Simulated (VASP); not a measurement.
# Si (P-4m2) in VASP: a series of runs

Runs on Si. Level: LDA. Tasks: single point.

All numbers are computed with VASP 6.6.1; they aren't measurements. Logs are shortened: lines on timing, memory, paths and dates and some standing lists are left out, and cuts for length are marked.

## (1) The cell of the first run

Symmetry: P-4m2, No. 115, tetragonal system. Conventional cell: a = 3.820 Å, b = 3.820 Å, c = 5.402 Å, α = 90.00°, β = 90.00°, γ = 90.00°. Within 3.0 Å of Si (site symmetry 2mm) lie 4 Si at 2.30 to 2.38 Å. Within 3.1 Å of Si (site symmetry -4m2) lie 4 Si at 2.38 Å. Within 3.0 Å of Si (site symmetry -4m2) lie 4 Si at 2.30 Å.

## (2) Single point, LDA (mode 6 frozen in at -0.066 Å, normal strain along x +0.0000)

File INCAR:

```
SYSTEM = Si
ALGO = Normal
EDIFF = 1E-7
ENCUT = 520
GGA = CA
ISIF = 2
ISMEAR = 0
LASPH = .TRUE.
LCHARG = .TRUE.
LELF = .TRUE.
LREAL = .FALSE.
LVHAR = .TRUE.
LWAVE = .FALSE.
NBANDS = 16
NELM = 100
PREC = Accurate
SIGMA = 0.05
```

File KPOINTS:

```
k-points
0
G
  10 10 6
  0 0 0
```

File POSCAR:

```
Si
1.0
    0.0000000000     -2.7007989451     -2.7007989451
    0.0000000000      2.7007989451     -2.7007989451
    5.4015978902      0.0000000000      0.0000000000
Si
4
Direct
    0.5000000000      0.5000000000     -0.0122186067
    0.0000000000      0.0000000000      0.5122186067
    0.0000000000      0.5000000000      0.2500000000
    0.5000000000      0.0000000000      0.7500000000
```

Potentials or basis: VASP PAW LDA potentials, release 64 (Si).

On the command line:

```
$ cat potpaw_LDA.64/Si/POTCAR > POTCAR
$ mpirun -np 1 vasp_std > vasp.out
```

OUTCAR:

```text
SYSTEM = Si
   EDIFF = 1E-7
   ENCUT = 520
   GGA = CA
   ISIF = 2
   ISMEAR = 0
   LASPH = .TRUE.
   LREAL = .FALSE.
   NELM = 100
   PREC = Accurate

 ion  position               nearest neighbor table
   1  0.500  0.500  0.988-   4 2.30   4 2.30   3 2.38   3 2.38
   2  0.000  0.000  0.512-   4 2.30   4 2.30   3 2.38   3 2.38
   3  0.000  0.500  0.250-   1 2.38   2 2.38   2 2.38   1 2.38
   4  0.500  0.000  0.750-   1 2.30   2 2.30   1 2.30   2 2.30

  LATTYP: Found a simple tetragonal cell.
 ALAT       =     3.8195064974
 C/A-ratio  =     1.4142135624

  Lattice vectors:

 A1 = (   0.0000000000,  -2.7007989451,  -2.7007989451)
 A2 = (   0.0000000000,   2.7007989451,  -2.7007989451)
 A3 = (   5.4015978902,   0.0000000000,   0.0000000000)

Analysis of symmetry for initial positions (statically):
=====================================================================
 Subroutine PRICEL returns:
 Original cell was already a primitive cell.

 Routine SETGRP: Setting up the symmetry group for a
 simple tetragonal supercell.

 Subroutine GETGRP returns: Found  8 space group operations
 (whereof  4 operations were pure point group operations)
 out of a pool of 16 trial point group operations.

The static configuration has the point symmetry C_2v.
 The point group associated with its full space group is D_2d.

Analysis of symmetry for dynamics (positions and initial velocities):
=====================================================================
 Subroutine PRICEL returns:
 Original cell was already a primitive cell.

 Routine SETGRP: Setting up the symmetry group for a
 simple tetragonal supercell.

 Subroutine GETGRP returns: Found  8 space group operations
 (whereof  4 operations were pure point group operations)
 out of a pool of 16 trial point group operations.

The dynamic configuration has the point symmetry C_2v.
 The point group associated with its full space group is D_2d.

 Subroutine INISYM returns: Found  8 space group operations
 (whereof  4 operations are pure point group operations),
 and found     1 'primitive' translations

----------------------------------------------------------------------------------------

                                     Primitive cell

  volume of cell :      78.8019

  direct lattice vectors                    reciprocal lattice vectors
     0.000000000 -2.700798945 -2.700798945     0.000000000 -0.185130404 -0.185130404
     0.000000000  2.700798945 -2.700798945     0.000000000  0.185130404 -0.185130404
     5.401597890  0.000000000  0.000000000     0.185130404  0.000000000  0.000000000

  length of vectors
     3.819506497  3.819506497  5.401597890     0.261813928  0.261813928  0.185130404

  position of ions in fractional coordinates (direct lattice)
     0.500000000  0.500000000  0.987781393
     0.000000000  0.000000000  0.512218607
     0.000000000  0.500000000  0.250000000
     0.500000000  0.000000000  0.750000000

  ion indices of the primitive-cell ions
   primitive index   ion index
                 1           1
                 2           2
                 3           3
                 4           4

----------------------------------------------------------------------------------------

 KPOINTS: k-points

Automatic generation of k-mesh.
 Grid dimensions read from file:
 generate k-points for:   10   10    6

 Generating k-lattice:

  Cartesian coordinates                     Fractional coordinates (reciprocal lattice)
     0.000000000 -0.018513040 -0.018513040     0.100000000  0.000000000  0.000000000
     0.000000000  0.018513040 -0.018513040     0.000000000  0.100000000  0.000000000
     0.030855067  0.000000000  0.000000000     0.000000000  0.000000000  0.166666667

  Length of vectors
     0.026181393  0.026181393  0.030855067

  Shift w.r.t. Gamma in fractional coordinates (k-lattice)
     0.000000000  0.000000000  0.000000000

 Subroutine IBZKPT returns following result:
 ===========================================

 Found     84 irreducible k-points:

 Following reciprocal coordinates:
            Coordinates               Weight
  0.000000  0.000000  0.000000      1.000000
  0.100000  0.000000  0.000000      4.000000
  0.200000  0.000000  0.000000      4.000000
  0.300000  0.000000  0.000000      4.000000
  0.400000  0.000000  0.000000      4.000000
  0.500000  0.000000  0.000000      2.000000
[... 16 lines left out ...]
  0.100000  0.000000  0.166667      8.000000
  0.200000  0.000000  0.166667      8.000000
 [... further k-points ...]
   k-points           NKPTS =     84   k-points in BZ     NKDIM =     84   number of bands    NBANDS=     16
   number of dos      NEDOS =    301   number of ions     NIONS =      4
   total plane-waves  NPLWV =  31360
   dimension x,y,z NGX =    28 NGY =   28 NGZ =   40
   dimension x,y,z NGXF=    56 NGYF=   56 NGZF=   80
   ions per type =               4
   NGX,Y,Z   is equivalent  to a cutoff of  12.19, 12.19, 12.31 a.u.
   NGXF,Y,Z  is equivalent  to a cutoff of  24.37, 24.37, 24.62 a.u.
 SYSTEM =  Si
   PREC   = accura    normal or accurate (medium, high low for compatibility)
   ISTART =      0    job   : 0-new  1-cont  2-samecut
   ICHARG =      2    charge: 1-file 2-atom 10-const
   ISPIN  =      1    spin polarized calculation?
   LNONCOLLINEAR =      F non collinear calculations
   LSORBIT =      F    spin-orbit coupling
   LASPH  =      T    aspherical Exc in radial PAW
   ENCUT  =  520.0 eV  38.22 Ry    6.18 a.u.   7.10  7.10 10.04*2*pi/ulx,y,z
   NELM   =    100;   NELMIN=  2; NELMDL= -5     # of ELM steps
   EDIFF  = 0.1E-06   stopping-criterion for ELM
   LREAL  =      F    real-space projection
   EDIFFG = 0.1E-05   stopping-criterion for IOM
   NSW    =      0    number of steps for IOM
   IBRION =     -1    ionic relax: 0-MD 1-quasi-New 2-CG
   NFREE  =      0    steps in history (QN), initial steepest desc. (CG)
   ISIF   =      2    stress and relaxation
   ISYM   =      2    0-nonsym 1-usesym 2-fastsym
   POTIM  = 0.5000    time-step for ionic-motion
   TEBEG  =    0.0;   TEEND  =   0.0 temperature during run
   PSTRESS=    0.0 pullay stress
   NELECT =      16.0000    total number of electrons
   NUPDOWN=      -1.0000    fix difference up-down
   EMIN   =  10.00;   EMAX   =-10.00  energy-range for DOS
   EFERMI =   0.00;   METHOD = LEGACY
   ISMEAR =     0;   SIGMA  =   0.05  broadening in eV -4-tet -1-fermi 0-gaus
   EFERMI_NEDOS =   21; number of points for ismear=-14 and -15
   IALGO  =     38    algorithm
   IMIX   =      4    mixing-type and parameters
     AMIX     =   0.40;   BMIX     =  1.00
     AMIX_MAG =   1.60;   BMIX_MAG =  1.00
  volume/ion in A,a.u.               =      19.70       132.95
  Fermi-wavevector in a.u.,A,eV,Ry     =   0.962209  1.818311 12.596892  0.925845
  Thomas-Fermi vector in A             =   2.091648
   LORBIT       =      0    0 simple, 1 ext, 2 COOP (PROOUT), +10 PAW based schemes
   GGA     = CA    functional components
   LHFCALC =     F    Hartree Fock is set to
   AEXX    =    0.0000 exact exchange contribution
   IVDW    =     0    specifies the selected vdW correction
   LEPSILON=     F    determine dielectric tensor
   LRPA    =     F    only Hartree local field effects (RPA)
 non-spin polarized calculation
 Gauss-broadening in eV      SIGMA  =   0.05
  energy-cutoff  :      520.00
  volume of cell :       78.80
 maximum number of plane-waves:      2138
   NGX = 15   NGY = 15   NGZ = 21

 number of electron      16.0000001 magnetization

 Free energy of the ion-electron system (eV)
  ---------------------------------------------------
  ext. energy  EPLUGINS =         0.00000000
  ---------------------------------------------------
  free energy    TOTEN  =       -23.76425869 eV

  energy without entropy =      -23.76425836  energy(sigma->0) =      -23.76425853

 E-fermi :   6.0843     XC(G=0):  -9.6664

 val. band max:        5.9585287011   @ k =   0.0000   0.0000   0.0000
 cond. band min:       6.2032774305   @ k =   0.5000   0.5000   0.0000
 fundamental gap:      0.2447487294
 Fermi energy:         6.0842812723

 k-point     1 :       0.0000    0.0000    0.0000
  band No.  band energies     occupation
      1      -6.1547      2.00000
      2      -1.9240      2.00000
      3      -1.9180      2.00000
      4       3.0032      2.00000
      5       3.0032      2.00000
      6       5.8827      2.00000
[... 8 lines left out ...]
     15      13.6396      0.00000
     16      13.6659      0.00000

 k-point     2 :       0.1000    0.0000    0.0000
  band No.  band energies     occupation
      1      -6.0661      2.00000
      2      -1.9603      2.00000
      3      -1.8258      2.00000
      4       2.4969      2.00000
      5       3.0736      2.00000
      6       5.2132      2.00000
[... 8 lines left out ...]
     15      13.1838      0.00000
     16      13.5509      0.00000

 k-point     3 :       0.2000    0.0000    0.0000
  band No.  band energies     occupation
      1      -5.8026      2.00000
      2      -2.1441      2.00000
      3      -1.5412      2.00000
      4       1.7378      2.00000
      5       3.2807      2.00000
      6       3.9151      2.00000
[... 8 lines left out ...]
     15      12.4593      0.00000
     16      13.5601      0.00000

 k-point     4 :       0.3000    0.0000    0.0000
  band No.  band energies     occupation
      1      -5.3716      2.00000
      2      -2.5981      2.00000
      3      -1.0689      2.00000
      4       1.3772      2.00000
      5       2.6334      2.00000
      6       3.6097      2.00000
[... 8 lines left out ...]
     15      11.9838      0.00000
     16      12.8438      0.00000
[... 324 lines left out ...]
 k-point    22 :       0.0000    0.0000    0.1667
  band No.  band energies     occupation
      1      -6.0344      2.00000
      2      -3.1425      2.00000
      3      -0.5522      2.00000
      4       3.1090      2.00000
      5       3.1090      2.00000
      6       5.2280      2.00000
[... 8 lines left out ...]
     15      12.8518      0.00000
     16      13.7696      0.00000

 k-point    23 :       0.1000    0.0000    0.1667
  band No.  band energies     occupation
      1      -5.9466      2.00000
      2      -3.0869      2.00000
      3      -0.5816      2.00000
      4       2.6389      2.00000
      5       3.1779      2.00000
      6       4.3833      2.00000
[... 8 lines left out ...]
     15      12.8880      0.00000
     16      13.3547      0.00000

 k-point    24 :       0.2000    0.0000    0.1667
  band No.  band energies     occupation
      1      -5.6856      2.00000
      2      -2.9608      2.00000
      3      -0.7257      2.00000
      4       1.9978      2.00000
      5       3.1430      2.00000
      6       3.3797      2.00000
[... 8 lines left out ...]
     15      12.6834      0.00000
     16      12.9795      0.00000

 [... further k-points ...]
[... 5 lines left out ...]
  --------------------------------------------------------------------------------------
  -------------------------------------------------------------------------------------
  Total       -0.0194914      0.2064439      0.2064439      0.0000000      0.0000000      0.0000000
  in kB       -0.3962925      4.1973577      4.1973577      0.0000000      0.0000000      0.0000000
  external PRESSURE =       2.6661409 kB  Pullay stress =       0.0000000 kB

 VOLUME and BASIS-vectors are now :
 -----------------------------------------------------------------------------
  energy-cutoff  :      520.00
  volume of cell :       78.80
      direct lattice vectors                 reciprocal lattice vectors
     0.000000000 -2.700798945 -2.700798945     0.000000000 -0.185130404 -0.185130404
     0.000000000  2.700798945 -2.700798945     0.000000000  0.185130404 -0.185130404
     5.401597890  0.000000000  0.000000000     0.185130404  0.000000000  0.000000000

 POSITION                                       TOTAL-FORCE (eV/Angst)
 -----------------------------------------------------------------------------------
      5.33560      0.00000     -2.70080         1.133319      0.000000     -0.000000
      2.76680      0.00000      0.00000        -1.133319     -0.000000      0.000000
      1.35040      1.35040     -1.35040         0.000000     -0.000000     -0.000000
      4.05120     -1.35040     -1.35040         0.000000      0.000000      0.000000
 -----------------------------------------------------------------------------------
    total drift:                                0.000000      0.000000     -0.000000

  FREE ENERGIE OF THE ION-ELECTRON SYSTEM (eV)
  ---------------------------------------------------
  free  energy   TOTEN  =       -23.7642586947 eV

  energy  without entropy=      -23.7642583597  energy(sigma->0) =      -23.76425853
```

It took 57 s on 1 thread of Intel Xeon Platinum 8488C (Sapphire Rapids), shared host; peak memory 0.19 GiB.

What came out:

| Item | Value |
| --- | --- |
| Free energy | -23.7643 eV |
| Pressure | 0.3 GPa |
| Largest force | 1.133 eV/Å |
| Band gap on the k mesh | 0.24 eV |

Forces in eV/Å, atoms in the order of the input:
```
Si   1.133  0.000  0.000
Si  -1.133  0.000  0.000
Si   0.000  0.000  0.000
Si   0.000  0.000  0.000
```

Stress tensor (GPa, compression positive):
```
-0.04  0.00  0.00
 0.00  0.42  0.00
 0.00  0.00  0.42
```

Levels at points of the mesh, in eV from the valence-band top:
```csv
k point,band 5,band 6,band 7,band 8,band 9,band 10,band 11,band 12
"(0.00, 0.00, 0.00)",-2.96,-0.08,0.00,0.00,0.54,0.57,2.51,2.51
"(0.50, 0.00, 0.00)",-3.96,-3.75,-1.62,-1.14,2.14,2.54,4.67,4.80
"(0.50, 0.50, 0.00)",-3.01,-2.91,-2.91,-2.81,0.24,0.55,0.55,0.85
"(0.00, 0.00, 0.50)",-2.23,-2.23,-1.67,-1.67,0.87,1.08,2.94,3.13
"(0.50, 0.00, 0.50)",-1.51,-1.25,-1.20,-0.97,1.43,1.46,3.10,3.11
"(0.50, 0.50, 0.50)",-4.01,-3.96,-3.96,-3.93,3.96,4.17,4.17,4.35
```

Caveat: the cell differs from its parent crystal (mode 6 frozen in at -0.066 Å, normal strain along x +0.0000); forces of over 1 eV/Å act on the atoms, so gaps and moduli don't describe the material at rest. A k mesh can miss the band edges.

## (3) Single point, LDA (mode 6 frozen in at -0.099 Å, normal strain along x +0.0000)

File INCAR:

```
SYSTEM = Si
PREC = Accurate
ENCUT = 520
EDIFF = 1E-7
ISMEAR = 0
SIGMA = 0.05
LREAL = .FALSE.
LASPH = .TRUE.
NELM = 100
ALGO = Normal
ISIF = 2
LWAVE = .FALSE.
LCHARG = .TRUE.
GGA = CA
LELF = .TRUE.
LVHAR = .TRUE.
NBANDS = 16
```

File KPOINTS:

```
Automatic mesh
0
G
  10 10 6
  0 0 0
```

POSCAR, as its differences from that of step 2:

```diff
@@ -8,4 +8,4 @@
 Direct
-    0.5000000000      0.5000000000     -0.0122186067
-    0.0000000000      0.0000000000      0.5122186067
+    0.5000000000      0.5000000000     -0.0183279100
+    0.0000000000      0.0000000000      0.5183279100
     0.0000000000      0.5000000000      0.2500000000
```

Potentials or basis: VASP PAW LDA potentials, release 64 (Si).

On the command line:

```
$ cat potpaw_LDA.64/Si/POTCAR > POTCAR
$ mpirun -np 1 vasp_std > vasp.out
```

Run time: 51 s. Hardware: 1 thread of Intel Xeon Platinum 8488C (Sapphire Rapids), shared host; peak memory 0.19 GiB.

Results (log left out):

| Property | Result |
| --- | --- |
| Free energy | -23.6711 eV |
| Pressure | 0.5 GPa |
| Largest force | 1.688 eV/Å |
| Band gap on the k mesh | 0.06 eV, indirect (least direct gap 0.49 eV) |

Forces in eV/Å, atoms in the order of the input:
```
Si   1.688  0.000  0.000
Si  -1.688  0.000  0.000
Si   0.000  0.000  0.000
Si   0.000  0.000  0.000
```

Stress tensor (GPa, compression positive):
```
-0.15  0.00  0.00
 0.00  0.85  0.00
 0.00  0.00  0.85
```

Levels at points of the mesh, in eV from the valence-band top:
```
           k point  band 4  band 5  band 6  band 7  band 8  band 9  band 10  band 11  band 12  band 13
(0.00, 0.00, 0.00)   -3.03   -3.03   -0.16    0.00    0.00    0.49     0.56     2.49     2.49     2.56
(0.50, 0.00, 0.00)   -5.53   -4.02   -3.71   -1.78   -1.06    2.00     2.59     4.60     4.79     4.94
(0.50, 0.50, 0.00)   -7.62   -3.08   -2.92   -2.92   -2.78    0.06     0.52     0.52     0.96     9.74
(0.00, 0.00, 0.50)   -3.45   -2.40   -2.40   -1.57   -1.57    0.75     1.07     2.90     3.18     5.50
(0.50, 0.00, 0.50)   -6.93   -1.68   -1.28   -1.20   -0.88    1.37     1.42     3.00     3.00     3.45
(0.50, 0.50, 0.50)   -7.40   -4.07   -3.97   -3.97   -3.95    3.84     4.15     4.15     4.41     4.73
```

Caveat: the cell differs from its parent crystal (mode 6 frozen in at -0.099 Å, normal strain along x +0.0000); forces of over 1 eV/Å act on the atoms, so gaps and moduli don't describe the material at rest.

(Part 1 of 2 ends here.)
